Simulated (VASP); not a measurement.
# Si (Amm2) in VASP: single point with PBE

Aim: the single point of Si with PBE.

Everything below comes from runs of VASP 6.6.1. Logs are shortened: lines on timing, memory, paths and dates and some standing lists are left out, and cuts for length are marked.

**1. The cell of the first run**

The structure is orthorhombic, space group Amm2 (No. 38). Conventional cell: a = 9.463 Å, b = 9.463 Å, c = 3.861 Å, α = 90.00°, β = 90.00°, γ = 90.00°. Si (site symmetry m) has 4 Si at 2.34 to 2.41 Å within 3.1 Å. Si (site symmetry m) has 4 Si at 2.34 to 2.44 Å within 3.1 Å. Within 3.1 Å of Si (site symmetry m) lie 4 Si at 2.36 to 2.41 Å. Within 3.1 Å of Si (site symmetry m) lie 4 Si at 2.36 to 2.44 Å.

**2. Single point, PBE (mode 4 frozen in at -0.085 Å and mode 7 at -0.209 Å (largest displacements))**

File INCAR:

```
SYSTEM = Si
PREC = Accurate
ENCUT = 520
EDIFF = 1E-6
ISMEAR = 0
SIGMA = 0.05
LREAL = .FALSE.
LASPH = .TRUE.
NELM = 80
ALGO = Normal
ISIF = 2
LWAVE = .FALSE.
LCHARG = .FALSE.
GGA = PE
NBANDS = 26
```

File KPOINTS:

```
regular mesh
0
G
  10 10 4
  0 0 0
```

File POSCAR:

```
Si
1.0
    0.0000000000      0.0000000000      3.8608359371
    3.3455832253     -3.3455832253     -1.9304179686
    6.6911664507      6.6911664507      0.0000000000
Si
8
Direct
   -0.0560918605      0.0000000000      0.1786105076
    0.4479287562      0.0000000000      0.6786105076
    0.4479287562      0.0000000000      0.3213894924
   -0.0560918605      0.0000000000      0.8213894924
    0.8534032847      0.6427789847      0.0000000000
    0.3975388043      0.6427789847      0.5000000000
    0.2106243000      0.3572210153      0.0000000000
    0.7547598196      0.3572210153      0.5000000000
```

Potentials or basis: VASP PAW PBE potentials, release 64 (Si).

Command:

```sh
cat potpaw_PBE.64/Si/POTCAR > POTCAR
mpirun -np 1 vasp_std > vasp.out
```

OUTCAR:

```text
SYSTEM = Si
   PREC = Accurate
   ENCUT = 520
   EDIFF = 1E-6
   ISMEAR = 0
   LREAL = .FALSE.
   LASPH = .TRUE.
   NELM = 80
   ISIF = 2
   GGA = PE

 ion  position               nearest neighbor table
   1  0.944  0.000  0.179-   3 2.34   3 2.37   7 2.41   5 2.41
   2  0.448  0.000  0.679-   4 2.34   4 2.37   8 2.44   6 2.44
   3  0.448  0.000  0.321-   1 2.34   1 2.37   8 2.44   6 2.44
   4  0.944  0.000  0.821-   2 2.34   2 2.37   7 2.41   5 2.41
   5  0.853  0.643  0.000-   7 2.36   7 2.36   1 2.41   4 2.41
   6  0.398  0.643  0.500-   8 2.36   8 2.36   2 2.44   3 2.44
   7  0.211  0.357  0.000-   5 2.36   5 2.36   4 2.41   1 2.41
   8  0.755  0.357  0.500-   6 2.36   6 2.36   3 2.44   2 2.44

  LATTYP: Found a base centered orthorhombic cell.
 ALAT       =     3.8608359371
 B/A-ratio  =     2.4509558284
 C/A-ratio  =     2.4509558284

  Lattice vectors:

 A1 = (  -3.3455832253,   3.3455832253,   1.9304179686)
 A2 = (   3.3455832253,  -3.3455832253,   1.9304179685)
 A3 = (   6.6911664507,   6.6911664507,   0.0000000000)

Analysis of symmetry for initial positions (statically):
=====================================================================
 Subroutine PRICEL returns:
 Original cell was already a primitive cell.

 Routine SETGRP: Setting up the symmetry group for a
 base centered orthorhombic supercell.

 Subroutine GETGRP returns: Found  4 space group operations
 (whereof  4 operations were pure point group operations)
 out of a pool of  8 trial point group operations.

The static configuration has the point symmetry C_2v.

Analysis of symmetry for dynamics (positions and initial velocities):
=====================================================================
 Subroutine PRICEL returns:
 Original cell was already a primitive cell.

 Routine SETGRP: Setting up the symmetry group for a
 base centered orthorhombic supercell.

 Subroutine GETGRP returns: Found  4 space group operations
 (whereof  4 operations were pure point group operations)
 out of a pool of  8 trial point group operations.

The dynamic configuration has the point symmetry C_2v.

 Subroutine INISYM returns: Found  4 space group operations
 (whereof  4 operations are pure point group operations),
 and found     1 'primitive' translations

----------------------------------------------------------------------------------------

                                     Primitive cell

  volume of cell :     172.8562

  direct lattice vectors                    reciprocal lattice vectors
     0.000000000  0.000000000  3.860835937     0.074725387 -0.074725387  0.259011265
     3.345583225 -3.345583225 -1.930417969     0.149450773 -0.149450773  0.000000000
     6.691166451  6.691166451  0.000000000     0.074725387  0.074725387  0.000000000

  length of vectors
     3.860835937  5.110026200  9.462738343     0.279740241  0.211355310  0.105677655

  position of ions in fractional coordinates (direct lattice)
     0.943908140  0.000000000  0.178610508
     0.447928756  0.000000000  0.678610508
     0.447928756  0.000000000  0.321389492
     0.943908140  0.000000000  0.821389492
     0.853403285  0.642778985  0.000000000
     0.397538804  0.642778985  0.500000000
     0.210624300  0.357221015  0.000000000
     0.754759820  0.357221015  0.500000000

  ion indices of the primitive-cell ions
   primitive index   ion index
                 1           1
                 2           2
                 3           3
                 4           4
                 5           5
                 6           6
                 7           7
                 8           8

----------------------------------------------------------------------------------------

 KPOINTS: regular mesh

Automatic generation of k-mesh.
 Grid dimensions read from file:
 generate k-points for:   10   10    4

 Generating k-lattice:

  Cartesian coordinates                     Fractional coordinates (reciprocal lattice)
     0.007472539 -0.007472539  0.025901126     0.100000000 -0.000000000  0.000000000
     0.014945077 -0.014945077  0.000000000     0.000000000  0.100000000  0.000000000
     0.018681347  0.018681347  0.000000000     0.000000000  0.000000000  0.250000000

  Length of vectors
     0.027974024  0.021135531  0.026419414

  Shift w.r.t. Gamma in fractional coordinates (k-lattice)
     0.000000000  0.000000000  0.000000000

 Subroutine IBZKPT returns following result:
 ===========================================

 Found     93 irreducible k-points:

 Following reciprocal coordinates:
            Coordinates               Weight
  0.000000  0.000000  0.000000      1.000000
  0.100000  0.000000  0.000000      4.000000
  0.200000  0.000000  0.000000      4.000000
  0.300000  0.000000  0.000000      4.000000
  0.400000  0.000000  0.000000      4.000000
  0.500000  0.000000  0.000000      2.000000
[... 16 lines left out ...]
  0.000000  0.300000  0.000000      2.000000
  0.100000  0.300000  0.000000      4.000000
 [... further k-points ...]
   k-points           NKPTS =     93   k-points in BZ     NKDIM =     93   number of bands    NBANDS=     26
   number of dos      NEDOS =    301   number of ions     NIONS =      8
   total plane-waves  NPLWV =  84000
   dimension x,y,z NGX =    30 NGY =   40 NGZ =   70
   dimension x,y,z NGXF=    60 NGYF=   80 NGZF=  140
   ions per type =               8
   NGX,Y,Z   is equivalent  to a cutoff of  12.92, 13.01, 12.30 a.u.
   NGXF,Y,Z  is equivalent  to a cutoff of  25.84, 26.03, 24.60 a.u.
 SYSTEM =  Si
   PREC   = accura    normal or accurate (medium, high low for compatibility)
   ISTART =      0    job   : 0-new  1-cont  2-samecut
   ICHARG =      2    charge: 1-file 2-atom 10-const
   ISPIN  =      1    spin polarized calculation?
   LNONCOLLINEAR =      F non collinear calculations
   LSORBIT =      F    spin-orbit coupling
   LASPH  =      T    aspherical Exc in radial PAW
   ENCUT  =  520.0 eV  38.22 Ry    6.18 a.u.   7.18  9.50 17.59*2*pi/ulx,y,z
   NELM   =     80;   NELMIN=  2; NELMDL= -5     # of ELM steps
   EDIFF  = 0.1E-05   stopping-criterion for ELM
   LREAL  =      F    real-space projection
   EDIFFG = 0.1E-04   stopping-criterion for IOM
   NSW    =      0    number of steps for IOM
   IBRION =     -1    ionic relax: 0-MD 1-quasi-New 2-CG
   NFREE  =      0    steps in history (QN), initial steepest desc. (CG)
   ISIF   =      2    stress and relaxation
   ISYM   =      2    0-nonsym 1-usesym 2-fastsym
   POTIM  = 0.5000    time-step for ionic-motion
   TEBEG  =    0.0;   TEEND  =   0.0 temperature during run
   PSTRESS=    0.0 pullay stress
   NELECT =      32.0000    total number of electrons
   NUPDOWN=      -1.0000    fix difference up-down
   EMIN   =  10.00;   EMAX   =-10.00  energy-range for DOS
   EFERMI =   0.00;   METHOD = LEGACY
   ISMEAR =     0;   SIGMA  =   0.05  broadening in eV -4-tet -1-fermi 0-gaus
   EFERMI_NEDOS =   21; number of points for ismear=-14 and -15
   IALGO  =     38    algorithm
   IMIX   =      4    mixing-type and parameters
     AMIX     =   0.40;   BMIX     =  1.00
     AMIX_MAG =   1.60;   BMIX_MAG =  1.00
  volume/ion in A,a.u.               =      21.61       145.81
  Fermi-wavevector in a.u.,A,eV,Ry     =   0.933032  1.763175 11.844531  0.870548
  Thomas-Fermi vector in A             =   2.059691
   LORBIT       =      0    0 simple, 1 ext, 2 COOP (PROOUT), +10 PAW based schemes
   GGA     = PE    functional components
   LHFCALC =     F    Hartree Fock is set to
   AEXX    =    0.0000 exact exchange contribution
   IVDW    =     0    specifies the selected vdW correction
   LEPSILON=     F    determine dielectric tensor
   LRPA    =     F    only Hartree local field effects (RPA)
 non-spin polarized calculation
 Gauss-broadening in eV      SIGMA  =   0.05
  energy-cutoff  :      520.00
  volume of cell :      172.86
 maximum number of plane-waves:      4690
 NGX is ok and might be reduce to    30
   NGX = 15   NGY = 19   NGZ = 35

 number of electron      32.0000002 magnetization

 Free energy of the ion-electron system (eV)
  ---------------------------------------------------
  ext. energy  EPLUGINS =         0.00000000
  ---------------------------------------------------
  free energy    TOTEN  =       -42.13402570 eV

  energy without entropy =      -42.13357766  energy(sigma->0) =      -42.13380168

 E-fermi :   5.4368     XC(G=0):  -9.0611

 val. band max:        5.3625756105   @ k =   0.0000   0.4000   0.0000
 cond. band min:       5.4505899970   @ k =   0.0000   0.5000   0.0000
 fundamental gap:      0.0880143866
 Fermi energy:         5.4367924922

 k-point     1 :       0.0000    0.0000    0.0000
  band No.  band energies     occupation
      1      -6.6031      2.00000
      2      -5.5985      2.00000
      3      -4.7264      2.00000
      4      -2.5245      2.00000
      5      -0.1402      2.00000
      6      -0.1378      2.00000
[... 18 lines left out ...]
     25       8.5078      0.00000
     26       9.2268      0.00000

 k-point     2 :       0.1000    0.0000    0.0000
  band No.  band energies     occupation
      1      -6.5058      2.00000
      2      -5.5094      2.00000
      3      -4.6303      2.00000
      4      -2.4889      2.00000
      5      -0.3308      2.00000
      6      -0.1413      2.00000
[... 18 lines left out ...]
     25       8.6840      0.00000
     26       8.9960      0.00000

 k-point     3 :       0.2000    0.0000    0.0000
  band No.  band energies     occupation
      1      -6.2182      2.00000
      2      -5.2513      2.00000
      3      -4.3438      2.00000
      4      -2.3836      2.00000
      5      -0.9538      2.00000
      6      -0.2496      2.00000
[... 572 lines left out ...]
 k-point    23 :       0.0000    0.3000    0.0000
  band No.  band energies     occupation
      1      -6.1298      2.00000
      2      -5.0881      2.00000
      3      -4.5683      2.00000
      4      -3.8678      2.00000
      5      -2.5810      2.00000
      6      -0.0225      2.00000
[... 18 lines left out ...]
     25       9.3227      0.00000
     26       9.6961      0.00000

 k-point    24 :       0.1000    0.3000    0.0000
  band No.  band energies     occupation
      1      -5.8924      2.00000
      2      -4.8386      2.00000
      3      -4.4414      2.00000
      4      -4.0787      2.00000
      5      -2.9318      2.00000
      6      -0.0118      2.00000
[... 18 lines left out ...]
     25       9.3623      0.00000
     26       9.7339      0.00000

 [... further k-points ...]

------------------------ aborting loop because EDIFF is reached ----------------------------------------

  FORCE on cell =-STRESS in cart. coord.  units (eV):
  Direction    XX          YY          ZZ          XY          YZ          ZX
  --------------------------------------------------------------------------------------
  -------------------------------------------------------------------------------------
  Total       -1.7301962     -1.7301962     -1.0227285      0.0162590     -0.0000000      0.0000000
  in kB      -16.0369188    -16.0369188     -9.4795110      0.1507017     -0.0000000      0.0000000
  external PRESSURE =     -13.8511162 kB  Pullay stress =       0.0000000 kB

 VOLUME and BASIS-vectors are now :
 -----------------------------------------------------------------------------
  energy-cutoff  :      520.00
  volume of cell :      172.86
      direct lattice vectors                 reciprocal lattice vectors
     0.000000000  0.000000000  3.860835937     0.074725387 -0.074725387  0.259011265
     3.345583225 -3.345583225 -1.930417969     0.149450773 -0.149450773  0.000000000
     6.691166451  6.691166451  0.000000000     0.074725387  0.074725387  0.000000000

 POSITION                                       TOTAL-FORCE (eV/Angst)
 -----------------------------------------------------------------------------------
      1.19511      1.19511      3.64427        -0.174984     -0.174984      0.535745
      4.54070      4.54070      1.72938        -0.282301     -0.282301      0.559931
      2.15047      2.15047      1.72938         0.282301      0.282301      0.559931
      5.49605      5.49605      3.64427         0.174984      0.174984      0.535745
      2.15047     -2.15047      2.05402         0.151516     -0.151516     -0.380086
      5.49605      1.19511      0.29400         0.298274     -0.298274     -0.715589
      1.19511     -1.19511      0.12360        -0.151516      0.151516     -0.380086
      4.54070      2.15047      2.22442        -0.298274      0.298274     -0.715589
 -----------------------------------------------------------------------------------
    total drift:                               -0.000000      0.000000      0.000069

  FREE ENERGIE OF THE ION-ELECTRON SYSTEM (eV)
  ---------------------------------------------------
  free  energy   TOTEN  =       -42.1340257048 eV

  energy  without entropy=      -42.1335776649  energy(sigma->0) =      -42.13380168
```

Run time: 12 min. Hardware: 1 thread of AMD EPYC 7R13, shared host; peak memory 0.42 GiB.

What came out:

| Item | Value |
| --- | --- |
| Free energy | -42.1340 eV |
| Pressure | -1.4 GPa |
| Largest force | 0.831 eV/Å |
| Band gap on the k mesh | zero (filled and empty bands touch) |

Forces on the atoms (eV/Å):
```
Si  -0.175 -0.175  0.536
Si  -0.282 -0.282  0.560
Si   0.282  0.282  0.560
Si   0.175  0.175  0.536
Si   0.152 -0.152 -0.380
Si   0.298 -0.298 -0.716
Si  -0.152  0.152 -0.380
Si  -0.298  0.298 -0.716
```

Caveat: the cell differs from its parent crystal (mode 4 frozen in at -0.085 Å and mode 7 at -0.209 Å (largest displacements)).
